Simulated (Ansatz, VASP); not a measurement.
This is a calculation of Ta for VASP 6.6.1.

INCAR

```
SYSTEM = Ta
PREC = Accurate ; ENCUT = 520
EDIFF = 1E-7 ; ISMEAR = 0
SIGMA = 0.018000000000000002 ; LREAL = .FALSE.
LASPH = .TRUE. ; NELM = 100
ALGO = Fast ; ISIF = 2
LWAVE = .FALSE. ; LCHARG = .FALSE.
GGA = PE ; NBANDS = 12
```

File KPOINTS:

```
Automatic mesh
0
G
  11 11 11
  0 0 0
```

POSCAR

```
Ta
1.0
   -1.6512800000      1.6512800000      1.6512800000
    1.6512800000     -1.6512800000      1.6512800000
    1.6512800000      1.6512800000     -1.6512800000
Ta
1
Direct
    0.0000000000      0.0000000000      0.0000000000
```

Potentials or basis: VASP PAW PBE potentials, release 64 (Ta_pv).

Run with:

```console
$ cat potpaw_PBE.64/Ta_pv/POTCAR > POTCAR
$ mpirun -np 1 vasp_std > vasp.out
```

Question: Translate it to Ansatz 0.2.0. Potentials there: all-electron LAPW, scalar-relativistic.

Answer: As run (the cutoff follows the program's own potentials):

The input input.yaml:

```yaml
crystal:
  lattice:
    - [-1.65128, 1.65128, 1.65128]
    - [1.65128, -1.65128, 1.65128]
    - [1.65128, 1.65128, -1.65128]
  atoms:
    - { symbol: Ta, position: [0.0, 0.0, 0.0] }
kpoints:
  mp_grid: { grid: [11, 11, 11] }
scf:
  occupations: { method: gaussian, width: 0.018 }
hamiltonian:
  xc: pbe
  pseudopotentials: { kind: all_electron, lapw: { basis_error: 0.001 } }
output:
  forces: true
  stress: true
  eigenvalues: true
```

Potentials or basis: all-electron LAPW, scalar-relativistic.

Launch:

```bash
$ ansatz run input.yaml --threads 1 --pin off --max-ram 3072MiB --backend cpu --events-out ev --progress --plain --runs-dir out
```

Both were run:

|  | VASP | Ansatz | Ansatz less VASP |
| --- | --- | --- | --- |
| gap on the k mesh at the Fermi level (eV) | none | none | - |
| pressure (GPa) | 2.3 | 2.1 | -0.19 |

A gap of «none» marks a metal or a gap that the smearing closes. Ansatz ran all-electron here, and VASP with PAW potentials.

Spin-orbit coupling is off throughout.
